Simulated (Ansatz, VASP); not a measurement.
# CoSi in VASP and in Ansatz

```
CELL_PARAMETERS angstrom
1.89329 -1.89329 0.00000
1.89329 1.89329 0.00000
0.00000 0.00000 2.90908
ATOMIC_POSITIONS crystal
Si 0.00000 0.00000 0.00000
Co 0.50000 0.50000 0.50000
```

Alike in both runs: functional PBEsol; k mesh 16 × 16 × 14; occupations gaussian, width 0.1 eV; collinear spin.

Ansatz relaxed the structure, and its values are those at the end. VASP's run is a single point on that final structure, the one shown.

```csv
,VASP,Ansatz
version,VASP 6.6.1,Ansatz 0.2.0
potentials or method,"VASP PAW PBE potentials, release 64 (Si, Co), cutoff 520 eV","scalar-relativistic, plane waves, PAW"
valence electrons in the cell,13,21
```

```csv
,VASP,Ansatz,Ansatz less VASP
gap on the k mesh at the Fermi level (eV),none,none,-
pressure (GPa),0.7,0.0,-0.73
net moment per atom (μB),0.22,0.22,+0.003
size of the moment on the site where the two differ most (μB),0.44,0.45,+0.016
```

VASP's potentials were made for PBE, not for PBEsol. Site moments also hang on the region over which each program counts them. A gap of «none» marks a metal or a gap that the smearing closes. With one functional, cell and mesh, what is left measures potentials, basis and numerics. VASP's potentials hold 13 valence electrons a cell and Ansatz's 21, so a difference there can come from the potentials and not from the codes. Ansatz's warnings: near symmetry operations not taken.
